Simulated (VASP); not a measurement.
Set up this calculation in VASP 6.6.1, as the native input.

```
Task                   : single point
Functional             : r2SCAN
Potentials or basis    : VASP PAW PBE potentials, release 64 (Hf_pv, O)
Cutoff                 : 520 eV
k mesh                 : 6 × 6 × 6
Occupations            : gaussian, width 0.05 eV
Spin                   : no spin polarisation
Dipole correction      : no
Further INCAR settings : ALGO = Normal; EDIFF = 1e-06; NBANDS = 31
```

The system is HfO2.

```
Hf O
1.0
     3.57682    0.00000    0.00000
     0.00000    3.57682    0.00000
     0.00000    0.00000    5.20267
Hf O
2 4
Cartesian
  1.7884 1.7884 2.6013
  0.0000 0.0000 0.0000
  0.0000 1.7884 3.1719
  1.7884 0.0000 4.1821
  1.7884 0.0000 1.5808
  0.0000 1.7884 1.0206
```

This cell differs from its parent crystal: atom 3 (O) moved by (+0.000, -0.450) A along y and z.

The input as run:

POSCAR

```
HfO2
1.0
    3.5768243315      0.0000000000      0.0000000000
    0.0000000000      3.5768243315      0.0000000000
    0.0000000000      0.0000000000      5.2026739475
Hf O
2 4
Direct
    0.5000000000      0.5000000000      0.5000000000
    0.0000000000      0.0000000000      0.0000000000
    0.0000000000      0.5000000000      0.6096695510
    0.5000000000      0.0000000000      0.8038364645
    0.5000000000      0.0000000000      0.3038364645
    0.0000000000      0.5000000000      0.1961635355
```

INCAR.step1

```
ALGO     = Normal         # electronic algorithm
EDIFF    = 1E-4           # SCF threshold, eV
ENCUT    = 520            # plane-wave cutoff, eV
GGA      = PE             # functional
ISMEAR   = 0              # smearing method
LASPH    = True           # aspherical terms in the spheres
LCHARG   = False          # write CHGCAR
LREAL    = False          # projectors in reciprocal space
LWAVE    = True           # write WAVECAR
NBANDS   = 31             # bands
NELM     = 80             # most SCF steps
PREC     = Accurate       # precision mode
SIGMA    = 0.05           # smearing width, eV
```

INCAR.step2

```
ALGO     = Normal         # electronic algorithm
EDIFF    = 1E-6           # SCF threshold, eV
ENCUT    = 520            # plane-wave cutoff, eV
ISIF     = 2              # what is computed and relaxed
ISMEAR   = 0              # smearing method
ISTART   = 1            
LASPH    = True           # aspherical terms in the spheres
LCHARG   = True           # write CHGCAR
LELF     = True           # ELF
LMIXTAU  = True         
LREAL    = False          # projectors in reciprocal space
LVHAR    = True         
LWAVE    = False          # write WAVECAR
METAGGA  = R2SCAN         # meta-GGA
NBANDS   = 31             # bands
NELM     = 80             # most SCF steps
PREC     = Accurate       # precision mode
SIGMA    = 0.05           # smearing width, eV
```

KPOINTS

```
k-points
0
Gamma
  6 6 6
```

Potentials or basis: VASP PAW PBE potentials, release 64 (Hf_pv, O).

The run is started by

```bash
$ cat potpaw_PBE.64/Hf_pv/POTCAR potpaw_PBE.64/O/POTCAR > POTCAR
$ cp INCAR.step1 INCAR
$ mpirun -np 1 vasp_std > vasp.out
$ cp INCAR.step2 INCAR
$ mpirun -np 1 vasp_std > vasp.out
```

It gave:

The pressure is 10.0 GPa. The largest force is 6.909 eV/Å and the band gap on the k mesh is 4.70 eV (least direct gap 4.92 eV).

Caveat: the cell differs from its parent crystal (atom 3 (O) moved by (+0.000, -0.450) A along y and z); the stress differs along the axes, from -5 to 22 GPa; the PAW data sets were made with another functional, which shifts forces and pressure a little; spin-orbit coupling is left out, which moves the levels of the heavy elements.

It took 10 min on 1 thread of AMD EPYC 7R13, with other jobs on the host, peak memory 0.22 GiB.
